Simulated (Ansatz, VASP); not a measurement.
**TiC in VASP and in Ansatz**

INCAR

```
PREC     = Accurate       # precision mode
ENCUT    = 600            # plane-wave cutoff, eV
EDIFF    = 1E-6           # SCF threshold, eV
ISMEAR   = 0              # smearing method
SIGMA    = 0.02           # smearing width, eV
LREAL    = F              # projectors in reciprocal space
LASPH    = T              # aspherical terms in the spheres
NELM     = 120            # most SCF steps
ALGO     = Normal         # electronic algorithm
ISIF     = 2              # what is computed and relaxed
LWAVE    = F              # write WAVECAR
LCHARG   = F              # write CHGCAR
GGA      = PE             # functional
NBANDS   = 15             # bands
GGA_COMPAT= F
```

Contents of KPOINTS:

```
regular mesh
0
Gamma
  12 12 12
```

POSCAR

```
TiC
1.0
    0.0000000000      2.4057000000      2.4057000000
    2.4057000000      0.0000000000      2.4057000000
    2.4057000000      2.4057000000      0.0000000000
Ti C
1 1
Direct
    0.0000000000      0.0000000000      0.0000000000
    0.2500000000      0.2500000000      0.2500000000
```

Input for Ansatz:

```yaml
crystal:
  lattice:
    - [0.0, 2.4057, 2.4057]
    - [2.4057, 0.0, 2.4057]
    - [2.4057, 2.4057, 0.0]
  atoms:
    - { symbol: Ti, position: [0.0, 0.0, 0.0] }
    - { symbol: C, position: [0.25, 0.25, 0.25] }
basis:
  ecutwfc: 420
kpoints:
  mp_grid: { grid: [12, 12, 12] }
hamiltonian:
  xc: pbe
scf:
  occupations: { method: gaussian, width: 0.02 }
output:
  forces: true
  stress: true
  eigenvalues: true
```

Alike in both runs: task single point; functional PBE; k mesh 12 × 12 × 12; occupations gaussian, width 0.02 eV; no spin polarisation.

|  | VASP | Ansatz |
| --- | --- | --- |
| version | VASP 6.6.1 | Ansatz 0.2.0 |
| potentials or method | VASP PAW PBE potentials, release 64 (Ti_sv, C), cutoff 600 eV | scalar-relativistic, plane waves, PAW |
| valence electrons in the cell | 16 | 16 |

VASP gave:

```
gap on the k mesh at the Fermi level (eV) : 0.51
least direct gap on the mesh (eV)         : 0.51
pressure (GPa)                            : -7.7
```

Which values does Ansatz return?

gap on the k mesh at the Fermi level (eV): 0.51; least direct gap on the mesh (eV): 0.51; pressure (GPa): -7.8.

With one functional, cell and mesh, what is left measures potentials, basis and numerics.
